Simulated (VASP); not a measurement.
Here is a VASP 6.6.1 calculation.

INCAR

```
PREC = Accurate
ENCUT = 520
EDIFF = 1E-7
ISMEAR = -1
SIGMA = 0.05
LREAL = Auto
LASPH = T
NELM = 100
ALGO = Normal
ISIF = 2
LWAVE = F
LCHARG = F
GGA = PE
ISYM = 0
NBANDS = 140
```

File KPOINTS:

```
Automatic mesh
0
Gamma
  1 1 1
  0.25 0.25 0.25
```

The input POSCAR:

```
Pd7Pt12Au5
1.0
    7.3795700000     -0.1787110000      0.0796060000
   -0.1787110000      7.6045150000     -0.1421980000
    0.0796060000     -0.1421980000      6.9925580000
Pt Pd Au
12 7 5
Direct
    0.4609969659      0.3809012130      0.5967999502
    0.8544567038      0.2943862511      0.4144914144
    0.9571523633      0.0993669658      0.9700412514
    0.9331614596      0.7965695242      0.7731380050
    0.3300033668      0.3038965501      0.9456788537
    0.4140085823      0.7108019102      0.6212949600
    0.7347448692      0.6209929368      0.4883058322
    0.0173076066      0.4841801950      0.7011736858
    0.1987696857      0.4679804166      0.3581820300
    0.1451248097      0.1764247854      0.5987533383
    0.5093592939      0.7673137058      0.2311739736
    0.9123751722      0.4284923738      0.0572174332
    0.6009354172      0.9052128030      0.8701920507
    0.1421004630      0.8018922707      0.4437185115
    0.2401240400      0.6416247963      1.0095752439
    0.2532504678      0.9599740277      0.8462724414
    0.9242694881      0.7918093795      0.1431256363
    0.2065922153      0.0701447175      0.2276702544
    0.7136916902      0.2412449329      0.7729233574
    0.6150265316      0.5716687093      0.9117798301
    0.8248000649      0.9691901300      0.4718001430
    0.5413777573      0.4230005824      0.2276059661
    0.4680213612      0.0402971811      0.5072501179
    0.6532651267      0.1075997224      0.1695666510
```

Potentials or basis: VASP PAW PBE potentials, release 64 (Pt, Pd, Au).

The run is started by

```bash
$ cat potpaw_PBE.64/Pt/POTCAR potpaw_PBE.64/Pd/POTCAR potpaw_PBE.64/Au/POTCAR > POTCAR
$ mpirun -np 1 vasp_std > vasp.out
```

Question: What does it give for the largest force?

Answer: 2.339 eV/Å.

Question: Estimate the pressure.

Answer: 8.0 GPa.

Stress tensor (GPa, compression positive):
```
 4.34 -2.81  0.60
-2.81 11.97  1.17
 0.60  1.17  7.69
```

Caveat: the k points lie up to 0.90 Å⁻¹ apart.
